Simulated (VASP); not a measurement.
# Hf3S5 (P4/mmm) in VASP: notebook

The runs below take Hf3S5 through single point, with PBE.

Everything below comes from runs of VASP 6.6.1. Logs are shortened: lines on timing, memory, paths and dates and some standing lists are left out, and cuts for length are marked.

### Step 1. The cell of the first run

It takes space group P4/mmm (No. 123, tetragonal). Conventional cell: a = 6.979 Å, b = 6.979 Å, c = 4.875 Å, α = 90.00°, β = 90.00°, γ = 90.00°. Hf (site symmetry 4mm) has 2 Hf at 2.40 to 2.47 Å within 3.2 Å. Hf (site symmetry 4/mmm) has 2 S at 2.44 Å within 3.2 Å. S (site symmetry 4/mmm) has 2 Hf at 2.44 Å and 4 S at 2.44 Å within 3.2 Å. S (site symmetry m2m) has 2 S at 2.10 to 2.44 Å within 2.8 Å.

The cell was generated, and may not be a known phase.

### Step 2. Single point, PBE

INCAR reads:

```
SYSTEM = Hf3S5
ALGO = Normal ; EDIFF = 1E-6
ENCUT = 520 ; GGA = PE
ISIF = 2 ; ISMEAR = 0
LASPH = .TRUE. ; LCHARG = .FALSE.
LREAL = .FALSE. ; LWAVE = .FALSE.
NBANDS = 40 ; NELM = 100
PREC = Accurate ; SIGMA = 0.2
```

KPOINTS reads:

```
k-points
0
G
  3 3 3
  0 0 0
```

POSCAR reads:

```
Hf3S5
1.0
    6.9793439139      0.0000000000      0.0000000000
    0.0000000000      6.9793439139      0.0000000000
    0.0000000000      0.0000000000      4.8752104217
Hf S
3 5
Direct
    0.0000000000      0.0000000000      0.7462762954
    0.0000000000      0.0000000000      0.2537237046
    0.5000000000      0.5000000000      0.0000000000
    0.5000000000      0.5000000000      0.5000000000
    0.1501227636      0.5000000000      0.5000000000
    0.8498772364      0.5000000000      0.5000000000
    0.5000000000      0.8498772364      0.5000000000
    0.5000000000      0.1501227636      0.5000000000
```

Potentials or basis: VASP PAW PBE potentials, release 64 (Hf_pv, S).

Started as:

```sh
cat potpaw_PBE.64/Hf_pv/POTCAR potpaw_PBE.64/S/POTCAR > POTCAR
mpirun -np 1 vasp_std > vasp.out
```

OUTCAR:

```text
SYSTEM = Hf3S5
   EDIFF = 1E-6
   ENCUT = 520
   GGA = PE
   ISIF = 2
   ISMEAR = 0
   LASPH = .TRUE.
   LREAL = .FALSE.
   NELM = 100
   PREC = Accurate

 ion  position               nearest neighbor table
   1  0.000  0.000  0.746-   2 2.40   2 2.47
   2  0.000  0.000  0.254-   1 2.40   1 2.47
   3  0.500  0.500  0.000-   4 2.44   4 2.44
   4  0.500  0.500  0.500-   3 2.44   3 2.44   6 2.44   7 2.44   8 2.44   5 2.44
   5  0.150  0.500  0.500-   6 2.10   4 2.44
   6  0.850  0.500  0.500-   5 2.10   4 2.44
   7  0.500  0.850  0.500-   8 2.10   4 2.44
   8  0.500  0.150  0.500-   7 2.10   4 2.44

  LATTYP: Found a simple tetragonal cell.
 ALAT       =     6.9793439139
 C/A-ratio  =     0.6985198726

  Lattice vectors:

 A1 = (   6.9793439139,   0.0000000000,   0.0000000000)
 A2 = (   0.0000000000,   6.9793439139,   0.0000000000)
 A3 = (   0.0000000000,   0.0000000000,   4.8752104217)

Analysis of symmetry for initial positions (statically):
=====================================================================
 Subroutine PRICEL returns:
 Original cell was already a primitive cell.

 Routine SETGRP: Setting up the symmetry group for a
 simple tetragonal supercell.

 Subroutine GETGRP returns: Found 16 space group operations
 (whereof 16 operations were pure point group operations)
 out of a pool of 16 trial point group operations.

The static configuration has the point symmetry D_4h.

Analysis of symmetry for dynamics (positions and initial velocities):
=====================================================================
 Subroutine PRICEL returns:
 Original cell was already a primitive cell.

 Routine SETGRP: Setting up the symmetry group for a
 simple tetragonal supercell.

 Subroutine GETGRP returns: Found 16 space group operations
 (whereof 16 operations were pure point group operations)
 out of a pool of 16 trial point group operations.

The dynamic configuration has the point symmetry D_4h.

 Subroutine INISYM returns: Found 16 space group operations
 (whereof 16 operations are pure point group operations),
 and found     1 'primitive' translations

----------------------------------------------------------------------------------------

                                     Primitive cell

  volume of cell :     237.4776

  direct lattice vectors                    reciprocal lattice vectors
[... 85 lines left out ...]
   NFREE  =      0    steps in history (QN), initial steepest desc. (CG)
   ISIF   =      2    stress and relaxation
   ISYM   =      2    0-nonsym 1-usesym 2-fastsym
   POTIM  = 0.5000    time-step for ionic-motion
   TEBEG  =    0.0;   TEEND  =   0.0 temperature during run
   PSTRESS=    0.0 pullay stress
   NELECT =      60.0000    total number of electrons
   NUPDOWN=      -1.0000    fix difference up-down
   EMIN   =  10.00;   EMAX   =-10.00  energy-range for DOS
   EFERMI =   0.00;   METHOD = LEGACY
   ISMEAR =     0;   SIGMA  =   0.20  broadening in eV -4-tet -1-fermi 0-gaus
   EFERMI_NEDOS =   21; number of points for ismear=-14 and -15
   IALGO  =     38    algorithm
   IMIX   =      4    mixing-type and parameters
     AMIX     =   0.40;   BMIX     =  1.00
     AMIX_MAG =   1.60;   BMIX_MAG =  1.00
  volume/ion in A,a.u.               =      29.68       200.32
  Fermi-wavevector in a.u.,A,eV,Ry     =   1.034946  1.955765 14.573383  1.071113
  Thomas-Fermi vector in A             =   2.169266
   LORBIT       =      0    0 simple, 1 ext, 2 COOP (PROOUT), +10 PAW based schemes
   GGA     = PE    functional components
   LHFCALC =     F    Hartree Fock is set to
   AEXX    =    0.0000 exact exchange contribution
   IVDW    =     0    specifies the selected vdW correction
   LEPSILON=     F    determine dielectric tensor
   LRPA    =     F    only Hartree local field effects (RPA)
 non-spin polarized calculation
 Gauss-broadening in eV      SIGMA  =   0.20
  energy-cutoff  :      520.00
  volume of cell :      237.48
 maximum number of plane-waves:      6405
 NGX is ok and might be reduce to    54
   NGX = 25   NGY = 25   NGZ = 19

 number of electron      60.0000002 magnetization

 Free energy of the ion-electron system (eV)
  ---------------------------------------------------
  ext. energy  EPLUGINS =         0.00000000
  ---------------------------------------------------
  free energy    TOTEN  =       -40.98004866 eV

  energy without entropy =      -40.84844834  energy(sigma->0) =      -40.91424850

 E-fermi :   2.4673     XC(G=0):  -8.5234

 val. band max:        2.3926548730   @ k =   0.3333   0.3333   0.3333
 cond. band min:       2.4844978034   @ k =   0.3333   0.0000   0.0000
 fundamental gap:      0.0918429304
 Fermi energy:         2.4672515450

 k-point     1 :       0.0000    0.0000    0.0000
  band No.  band energies     occupation
      1     -30.3229      2.00000
      2     -30.3229      2.00000
      3     -30.1672      2.00000
      4     -29.9296      2.00000
      5     -28.9935      2.00000
      6     -28.9935      2.00000
[... 247 lines left out ...]
     39       4.3929      0.00000
     40       4.4103      0.00000

------------------------ aborting loop because EDIFF is reached ----------------------------------------

  FORCE on cell =-STRESS in cart. coord.  units (eV):
  Direction    XX          YY          ZZ          XY          YZ          ZX
  --------------------------------------------------------------------------------------
  -------------------------------------------------------------------------------------
  Total        0.2668778      0.2668778     -0.8646833      0.0000000     -0.0000000     -0.0000000
  in kB        1.8005303      1.8005303     -5.8337134      0.0000000     -0.0000000     -0.0000000
  external PRESSURE =      -0.7442176 kB  Pullay stress =       0.0000000 kB

 VOLUME and BASIS-vectors are now :
 -----------------------------------------------------------------------------
  energy-cutoff  :      520.00
  volume of cell :      237.48
      direct lattice vectors                 reciprocal lattice vectors
     6.979343914  0.000000000  0.000000000     0.143279943  0.000000000  0.000000000
     0.000000000  6.979343914  0.000000000     0.000000000  0.143279943  0.000000000
     0.000000000  0.000000000  4.875210422     0.000000000  0.000000000  0.205119351

 POSITION                                       TOTAL-FORCE (eV/Angst)
 -----------------------------------------------------------------------------------
      0.00000      0.00000      3.63825        -0.000000     -0.000000     -0.003690
      0.00000      0.00000      1.23696         0.000000     -0.000000      0.003690
      3.48967      3.48967      0.00000         0.000000      0.000000      0.000000
      3.48967      3.48967      2.43761         0.000000      0.000000      0.000000
      1.04776      3.48967      2.43761        -0.123201     -0.000000      0.000000
      5.93159      3.48967      2.43761         0.123201     -0.000000      0.000000
      3.48967      5.93159      2.43761        -0.000000      0.123201     -0.000000
      3.48967      1.04776      2.43761        -0.000000     -0.123201      0.000000
 -----------------------------------------------------------------------------------
    total drift:                                0.000000      0.000000      0.000000

  FREE ENERGIE OF THE ION-ELECTRON SYSTEM (eV)
  ---------------------------------------------------
  free  energy   TOTEN  =       -40.9800486574 eV

  energy  without entropy=      -40.8484483396  energy(sigma->0) =      -40.91424850
```

It took 2.4 min on 1 thread of Intel Xeon 8259CL, shared host; peak memory 0.32 GiB.

Results:

- Free energy: -40.9800 eV
- Pressure: -0.1 GPa
- Largest force: 0.123 eV/Å
- Band gap on the k mesh: zero (bands 30 and 31 overlap by 0.54 eV)

Forces on the atoms (eV/Å):
```
Hf   0.000  0.000 -0.004
Hf   0.000  0.000  0.004
Hf   0.000  0.000  0.000
S    0.000  0.000  0.000
S   -0.123  0.000  0.000
S    0.123  0.000  0.000
S    0.000  0.123  0.000
S    0.000 -0.123  0.000
```

Caveat: the k points lie up to 0.43 Å⁻¹ apart, too coarse for converged energies and pressures of a metal; spin-orbit coupling is left out, which moves the levels of the heavy elements.

### Step 3. Single point, PBE

This run uses another cell than the first one, of 16.93 Å³/atom.

INCAR is that of step 2.

KPOINTS reads:

```
k-points
0
G
  4 4 2
  0 0 0
```

POSCAR reads:

```
Hf3S5
1.0
    3.3423181260      0.0000000000      0.0000000000
    0.0000000000      3.3423181260      0.0000000000
    0.0000000000      0.0000000000     12.1260634426
Hf S
3 5
Direct
    0.5000000000      0.5000000000      0.1480435607
    0.5000000000      0.5000000000      0.8519564393
    0.0000000000      0.0000000000      0.5000000000
    0.0000000000      0.0000000000      0.2415357741
    0.0000000000      0.0000000000      0.7584642259
    0.0000000000      0.0000000000      0.0000000000
    0.5000000000      0.5000000000      0.3886820996
    0.5000000000      0.5000000000      0.6113179004
```

Potentials or basis: VASP PAW PBE potentials, release 64 (Hf_pv, S).

Started as:

```sh
cat potpaw_PBE.64/Hf_pv/POTCAR potpaw_PBE.64/S/POTCAR > POTCAR
mpirun -np 1 vasp_std > vasp.out
```

OUTCAR:

```text
SYSTEM = Hf3S5
   EDIFF = 1E-6
   ENCUT = 520
   GGA = PE
   ISIF = 2
   ISMEAR = 0
   LASPH = .TRUE.
   LREAL = .FALSE.
   NELM = 100
   PREC = Accurate

 ion  position               nearest neighbor table
   1  0.500  0.500  0.148-   4 2.62   4 2.62   4 2.62   4 2.62   7 2.92   6 2.97   6 2.97   6 2.97
                             6 2.97   2 3.59
   2  0.500  0.500  0.852-   5 2.62   5 2.62   5 2.62   5 2.62   8 2.92   6 2.97   6 2.97   6 2.97
                             6 2.97   1 3.59
   3  0.000  0.000  0.500-   7 2.72   8 2.72   7 2.72   8 2.72   7 2.72   8 2.72   7 2.72   8 2.72
                             4 3.13   5 3.13
[... 721 lines left out ...]
  in kB      -12.0386918    -12.0386918     -9.9274941      0.0000000      0.0000000      0.0000000
  external PRESSURE =     -11.3349592 kB  Pullay stress =       0.0000000 kB

 VOLUME and BASIS-vectors are now :
 -----------------------------------------------------------------------------
  energy-cutoff  :      520.00
  volume of cell :      135.46
      direct lattice vectors                 reciprocal lattice vectors
     3.342318126  0.000000000  0.000000000     0.299193542  0.000000000  0.000000000
     0.000000000  3.342318126  0.000000000     0.000000000  0.299193542  0.000000000
     0.000000000  0.000000000 12.126063443     0.000000000  0.000000000  0.082466994

 POSITION                                       TOTAL-FORCE (eV/Angst)
 -----------------------------------------------------------------------------------
      1.67116      1.67116      1.79519        -0.000000     -0.000000      0.056070
      1.67116      1.67116     10.33088        -0.000000      0.000000     -0.056070
      0.00000      0.00000      6.06303        -0.000000      0.000000      0.000000
      0.00000      0.00000      2.92888        -0.000000      0.000000     -0.005962
      0.00000      0.00000      9.19719        -0.000000      0.000000      0.005962
      0.00000      0.00000      0.00000        -0.000000      0.000000      0.000000
      1.67116      1.67116      4.71318         0.000000      0.000000      0.028120
      1.67116      1.67116      7.41288        -0.000000     -0.000000     -0.028120
 -----------------------------------------------------------------------------------
    total drift:                                0.000000      0.000000     -0.000000

  FREE ENERGIE OF THE ION-ELECTRON SYSTEM (eV)
  ---------------------------------------------------
  free  energy   TOTEN  =       -59.5272966950 eV

  energy  without entropy=      -59.4266635996  energy(sigma->0) =      -59.47698015
```

It took 2.8 min on 1 thread of Intel Xeon 8259CL, shared host; peak memory 0.27 GiB.

What came out:

```
Free energy            : -59.5273 eV
Pressure               : -1.1 GPa
Largest force          : 0.056 eV/Å
Band gap on the k mesh : zero (bands 30 and 31 overlap by 2.25 eV)
```

Forces in eV/Å, atoms in the order of the input:
```
Hf   0.000  0.000  0.056
Hf   0.000  0.000 -0.056
Hf   0.000  0.000  0.000
S    0.000  0.000 -0.006
S    0.000  0.000  0.006
S    0.000  0.000  0.000
S    0.000  0.000  0.028
S    0.000  0.000 -0.028
```

Levels at points of the mesh, in eV from the Fermi level:
| k point | band 26 | band 27 | band 28 | band 29 | band 30 | band 31 | band 32 | band 33 | band 34 | band 35 |
| --- | --- | --- | --- | --- | --- | --- | --- | --- | --- | --- |
| (0.00, 0.00, 0.00) | -2.12 | -2.01 | -1.77 | -1.77 | -1.61 | -1.61 | -0.86 | -0.71 | 1.56 | 2.29 |
| (0.50, 0.00, 0.00) | -2.56 | -1.48 | -1.33 | -0.99 | 0.54 | 0.76 | 0.87 | 1.11 | 1.16 | 1.36 |
| (0.50, 0.50, 0.00) | -4.09 | -4.09 | -2.06 | -1.26 | -0.89 | 0.97 | 0.97 | 1.32 | 4.04 | 4.27 |
| (0.00, 0.00, 0.50) | -1.94 | -1.76 | -1.76 | -1.66 | -1.62 | -1.62 | -1.50 | 0.37 | 0.68 | 2.33 |
| (0.50, 0.00, 0.50) | -2.49 | -1.66 | -1.50 | -1.34 | 0.63 | 0.91 | 1.13 | 1.21 | 1.35 | 1.45 |
| (0.50, 0.50, 0.50) | -4.11 | -4.03 | -2.51 | -1.83 | -0.01 | 0.97 | 0.97 | 2.13 | 2.50 | 4.16 |

Caveat: the k points lie up to 0.47 Å⁻¹ apart, too coarse for converged energies and pressures of a metal; spin-orbit coupling is left out, which moves the levels of the heavy elements.

### Step 4. Single point, PBE

This run uses another cell than the first one, of 17.04 Å³/atom.

INCAR reads:

```
SYSTEM = Hf3S5
ALGO = Normal
EDIFF = 1E-6
ENCUT = 520
GGA = PE
ISIF = 2
ISMEAR = 0
LASPH = .TRUE.
LCHARG = .TRUE.
LELF = .TRUE.
LREAL = .FALSE.
LVHAR = .TRUE.
LWAVE = .FALSE.
NBANDS = 40
NELM = 100
PREC = Accurate
SIGMA = 0.2
```

KPOINTS is that of step 3.

POSCAR reads:

```
Hf3S5
1.0
    4.4961782861      0.0000000000      0.0000000000
    0.0000000000      4.4961782861      0.0000000000
    0.0000000000      0.0000000000      6.7419616817
Hf S
3 5
Direct
    0.0000000000      0.0000000000      0.5000000000
    0.5000000000      0.5000000000      0.0000000000
    0.5000000000      0.5000000000      0.5000000000
    0.0000000000      0.5000000000      0.2825464480
    0.0000000000      0.5000000000      0.7174535520
    0.5000000000      0.0000000000      0.2825464480
    0.5000000000      0.0000000000      0.7174535520
    0.0000000000      0.0000000000      0.0000000000
```

Started as:

```sh
cat potpaw_PBE.64/Hf_pv/POTCAR potpaw_PBE.64/S/POTCAR > POTCAR
mpirun -np 1 vasp_std > vasp.out
```

Run time: 2.3 min. Hardware: 1 thread of Intel Xeon 8259CL, shared host; peak memory 0.26 GiB.

The run converged. Its results:

```yaml
Free_energy: -57.4166 eV
Pressure: -0.2 GPa
Largest_force: 0.004 eV/Å
Band_gap_on_the_k_mesh: zero (bands 30 and 31 overlap by 0.97 eV)
```

Forces in eV/Å, atoms in the order of the input:
```
Hf   0.000  0.000  0.000
Hf   0.000  0.000  0.000
Hf   0.000  0.000  0.000
S    0.000  0.000 -0.004
S    0.000  0.000  0.004
S    0.000  0.000 -0.004
S    0.000  0.000  0.004
S    0.000  0.000  0.000
```

Stress tensor (GPa, compression positive):
```
-0.12  0.00  0.00
 0.00 -0.12  0.00
 0.00  0.00 -0.40
```

Levels at points of the mesh, in eV from the Fermi level:
```tsv
k point	band 27	band 28	band 29	band 30	band 31	band 32	band 33	band 34
(0.00, 0.00, 0.00)	-1.60	-0.98	-0.98	-0.91	-0.49	-0.48	0.43	1.06
(0.50, 0.00, 0.00)	-2.09	-1.95	-0.44	0.06	0.98	1.16	1.28	1.53
(0.50, 0.50, 0.00)	-0.77	-0.77	-0.53	-0.26	-0.04	0.12	0.90	1.04
(0.00, 0.00, 0.50)	-1.95	-1.95	-1.52	-1.52	-0.15	0.25	0.64	1.56
(0.50, 0.00, 0.50)	-2.08	-1.28	-0.75	0.48	0.50	1.61	1.72	1.80
(0.50, 0.50, 0.50)	-1.07	-0.66	-0.13	-0.13	0.47	1.20	1.89	2.05
```

Caveat: the k points lie up to 0.47 Å⁻¹ apart, too coarse for converged energies and pressures of a metal; spin-orbit coupling is left out, which moves the levels of the heavy elements.

### Step 5. Summary

| cell | k mesh | gap on the mesh (eV) | pressure (GPa) | largest force (eV/Å) |
| --- | --- | --- | --- | --- |
| a = 6.979, b = 6.979, c = 4.875 Å, 8 atoms, atomic positions A | 3 × 3 × 3 | none | -0.1 | 0.12 |
| a = 3.342, b = 3.342, c = 12.126 Å, 8 atoms, atomic positions B | 4 × 4 × 2 | none | -1.1 | 0.06 |
| a = 4.496, b = 4.496, c = 6.742 Å, 8 atoms, atomic positions C | 4 × 4 × 2 | none | -0.2 | - |

Alike in all rows: task single point; level PBE; potentials or basis VASP PAW PBE potentials, release 64 (Hf_pv, S); no spin polarisation; cutoff (eV) 520; smearing gaussian 0.2 eV.

Caveats: all runs use coarse meshes; spin-orbit coupling is left out, which moves the levels of the heavy elements.

Total energies depend on the potentials used, so only differences within one code and one set of settings carry meaning.

The gap in the log of VASP goes by the Fermi energy; the results here count the filled bands.